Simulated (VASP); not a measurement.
Al2O3, 5 atoms in the cell. Symmetry: P-6m2, No. 187, hexagonal system. The conventional cell has a = 2.850 Å, b = 2.850 Å, c = 7.316 Å, α = 90.00°, β = 90.00°, γ = 120.00°. Within 2.4 Å of Al (site symmetry 3m) lie 6 O at 1.77 to 2.15 Å. Within 2.4 Å of O (site symmetry 3m) lie 3 Al at 1.77 Å. Within 2.8 Å of O (site symmetry -6m2) lie 6 Al at 2.15 Å and 6 O at 2.63 Å. 

```yaml
Program: VASP 6.6.1
Task: single point
Functional: r2SCAN
Dispersion: D4
Potentials_or_basis: VASP PAW PBE potentials, release 64 (Al, O)
Cutoff: 520 eV
k_mesh: 6 × 6 × 2
Occupations: gaussian, width 0.01 eV
Spin: no spin polarisation
Dipole_correction: no
Further_INCAR_settings: ALGO = Normal; EDIFF = 1e-06; NBANDS = 20
```

Potentials or basis: VASP PAW PBE potentials, release 64 (Al, O).

Command:

```console
$ cat potpaw_PBE.64/Al/POTCAR potpaw_PBE.64/O/POTCAR > POTCAR
$ cp INCAR.step1 INCAR
$ mpirun -np 1 vasp_std > vasp.out
$ cp INCAR.step2 INCAR
$ mpirun -np 1 vasp_std > vasp.out
```

Hardware: 1 thread of AMD EPYC 7R13, on a shared host.

Question: Estimate the wall time of this run.

Answer: Wall time 3 min on 1 thread of AMD EPYC 7R13, on a shared host, peak memory 0.14 GiB. Counts: k points 14.
